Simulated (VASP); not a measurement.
Write the native input for VASP 6.6.1 that does the following.

* Task: single point
* Functional: PBE
* Potentials or basis: VASP PAW PBE potentials, release 64 (Be, Te)
* Cutoff: 520 eV
* k mesh: 10 × 10 × 10
* Occupations: gaussian, width 0.05 eV
* Spin: no spin polarisation
* Dipole correction: no
* Further INCAR settings: ALGO = Normal; EDIFF = 1e-07; NBANDS = 11

The structure of BeTe lies in POSCAR:

```
BeTe
1.0
    0.0000000000      2.8134736600      2.8134736600
    2.8134736600      0.0000000000      2.8134736600
    2.8134736600      2.8134736600      0.0000000000
Be Te
1 1
Direct
    0.0000000000      0.0000000000      0.0000000000
    0.7500000000      0.7500000000      0.7500000000
```

This cell differs from its parent crystal: volume scaled by 0.980.

One way to write it, as run:

INCAR

```
PREC = Accurate
ENCUT = 520
EDIFF = 1E-7
ISMEAR = 0
SIGMA = 0.05
LREAL = F
LASPH = T
NELM = 60
ALGO = Normal
ISIF = 2
LWAVE = F
LCHARG = T
GGA = PE
LELF = T
LVHAR = T
NBANDS = 11
```

KPOINTS

```
regular mesh
0
Gamma
  10 10 10
```

Potentials or basis: VASP PAW PBE potentials, release 64 (Be, Te).

The run is started by

```console
$ cat potpaw_PBE.64/Be/POTCAR potpaw_PBE.64/Te/POTCAR > POTCAR
$ mpirun -np 1 vasp_std > vasp.out
```

Results of the run:

```json
{"Pressure": "1.3 GPa", "Band gap on the k mesh": "1.97 eV, indirect (least direct gap 3.61 eV)"}
```

Caveat: spin-orbit coupling is left out, which moves the levels of the heavy elements.

Run time: 19 s on 1 thread of Intel(R) Xeon(R) Platinum 8375C CPU @ 2.90GHz (Ice Lake), on a shared host, peak memory 0.18 GiB.
